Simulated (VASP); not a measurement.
Set up this calculation in VASP 6.6.1, as the native input.

```yaml
Task: single point
Functional: LDA
Potentials_or_basis: VASP PAW LDA potentials, release 64 (Al, P)
Cutoff: 500 eV
k_mesh: 8 × 8 × 8
Occupations: gaussian, width 0.02 eV
Spin: no spin polarisation
Dipole_correction: no
Further_INCAR_settings: ALGO = Normal; EDIFF = 1e-06; NBANDS = 11
```

The structure of AlP (l.bB) lies in POSCAR:

```
AlP
1.0
    0.0000000000      2.7168541462      2.7168541462
    2.7168541462      0.0000000000      2.7168541462
    2.7168541462      2.7168541462      0.0000000000
Al P
1 1
Direct
    0.0000000000      0.0000000000      0.0000000000
    0.2500000000      0.2500000000      0.2500000000
```

These files were run (other wordings do the same):

INCAR

```
SYSTEM = AlP
ALGO     = Normal         ! electronic algorithm
EDIFF    = 1E-6           ! SCF threshold, eV
ENCUT    = 500            ! plane-wave cutoff, eV
GGA      = CA             ! functional
GGA_COMPAT= .False.      
ISIF     = 2              ! what is computed and relaxed
ISMEAR   = 0              ! smearing method
LASPH    = .True.         ! aspherical terms in the spheres
LCHARG   = .True.         ! write CHGCAR
LELF     = .True.         ! ELF
LREAL    = .False.        ! projectors in reciprocal space
LVHAR    = .True.       
LWAVE    = .False.        ! write WAVECAR
NBANDS   = 11             ! bands
NELM     = 120            ! most SCF steps
PREC     = Accurate       ! precision mode
SIGMA    = 0.02           ! smearing width, eV
```

KPOINTS

```
k-points
0
Gamma
  8 8 8
  0 0 0
```

Potentials or basis: VASP PAW LDA potentials, release 64 (Al, P).

The run is started by

```sh
$ cat potpaw_LDA.64/Al/POTCAR potpaw_LDA.64/P/POTCAR > POTCAR
$ mpirun -np 1 vasp_std > vasp.out
```

It gave:

The pressure is 0.1 GPa. The band gap on the k mesh is 1.41 eV, indirect (least direct gap 3.24 eV).

Run time: 19 s on 1 thread of Intel Xeon 8259CL (shared host), peak memory 0.14 GiB.
